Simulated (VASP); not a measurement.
Here is a VASP 6.6.1 calculation.

The input INCAR:

```
PREC = Accurate
ENCUT = 520
EDIFF = 1E-7
ISMEAR = 0
SIGMA = 0.02
LREAL = F
LASPH = T
NELM = 150
ALGO = Normal
ISIF = 2
LWAVE = F
LCHARG = F
LMAXMIX = 4
LDAU = T
LDAUTYPE = 2
LDAUL = 2 -1
LDAUU = 8 0
LDAUJ = 0 0
LDAUPRINT = 1
GGA = PS
NBANDS = 60
```

File KPOINTS:

```
Automatic mesh
0
Gamma
  6 4 6
```

Contents of POSCAR:

```
TiO2
1.0
    4.5785777549      0.0000000000      0.0000000000
    0.0000000000      5.5732490131      0.0000000000
    0.0000000000      0.0000000000      4.9240090749
Ti O
4 8
Direct
    0.0000000000      0.1772768973      0.2500000000
    0.5000000000      0.3227231027      0.7500000000
    0.0000000000      0.8227231027      0.7500000000
    0.5000000000      0.6772768973      0.2500000000
    0.2711338476      0.3805140688      0.4190141064
    0.2288661524      0.1194859312      0.9190141064
    0.7711338476      0.1194859312      0.5809858936
    0.7288661524      0.3805140688      0.0809858936
    0.7288661524      0.6194859312      0.5809858936
    0.7711338476      0.8805140688      0.0809858936
    0.2288661524      0.8805140688      0.4190141064
    0.2711338476      0.6194859312      0.9190141064
```

Potentials or basis: VASP PAW PBE potentials, release 64 (Ti_sv, O).

Run with:

```bash
$ cat potpaw_PBE.64/Ti_sv/POTCAR potpaw_PBE.64/O/POTCAR > POTCAR
$ mpirun -np 1 vasp_std > vasp.out
```

(1) What does it give for the band gap on the k mesh?

(2) Predict the largest force.

(3) Estimate the pressure.

Results:

(1) 3.59 eV (least direct gap 3.68 eV).

(2) 1.452 eV/Å.

(3) 9.4 GPa.

Caveat: the stress differs along the axes, from 6 to 11 GPa; the PAW data sets were made with another functional, which shifts forces and pressure a little.
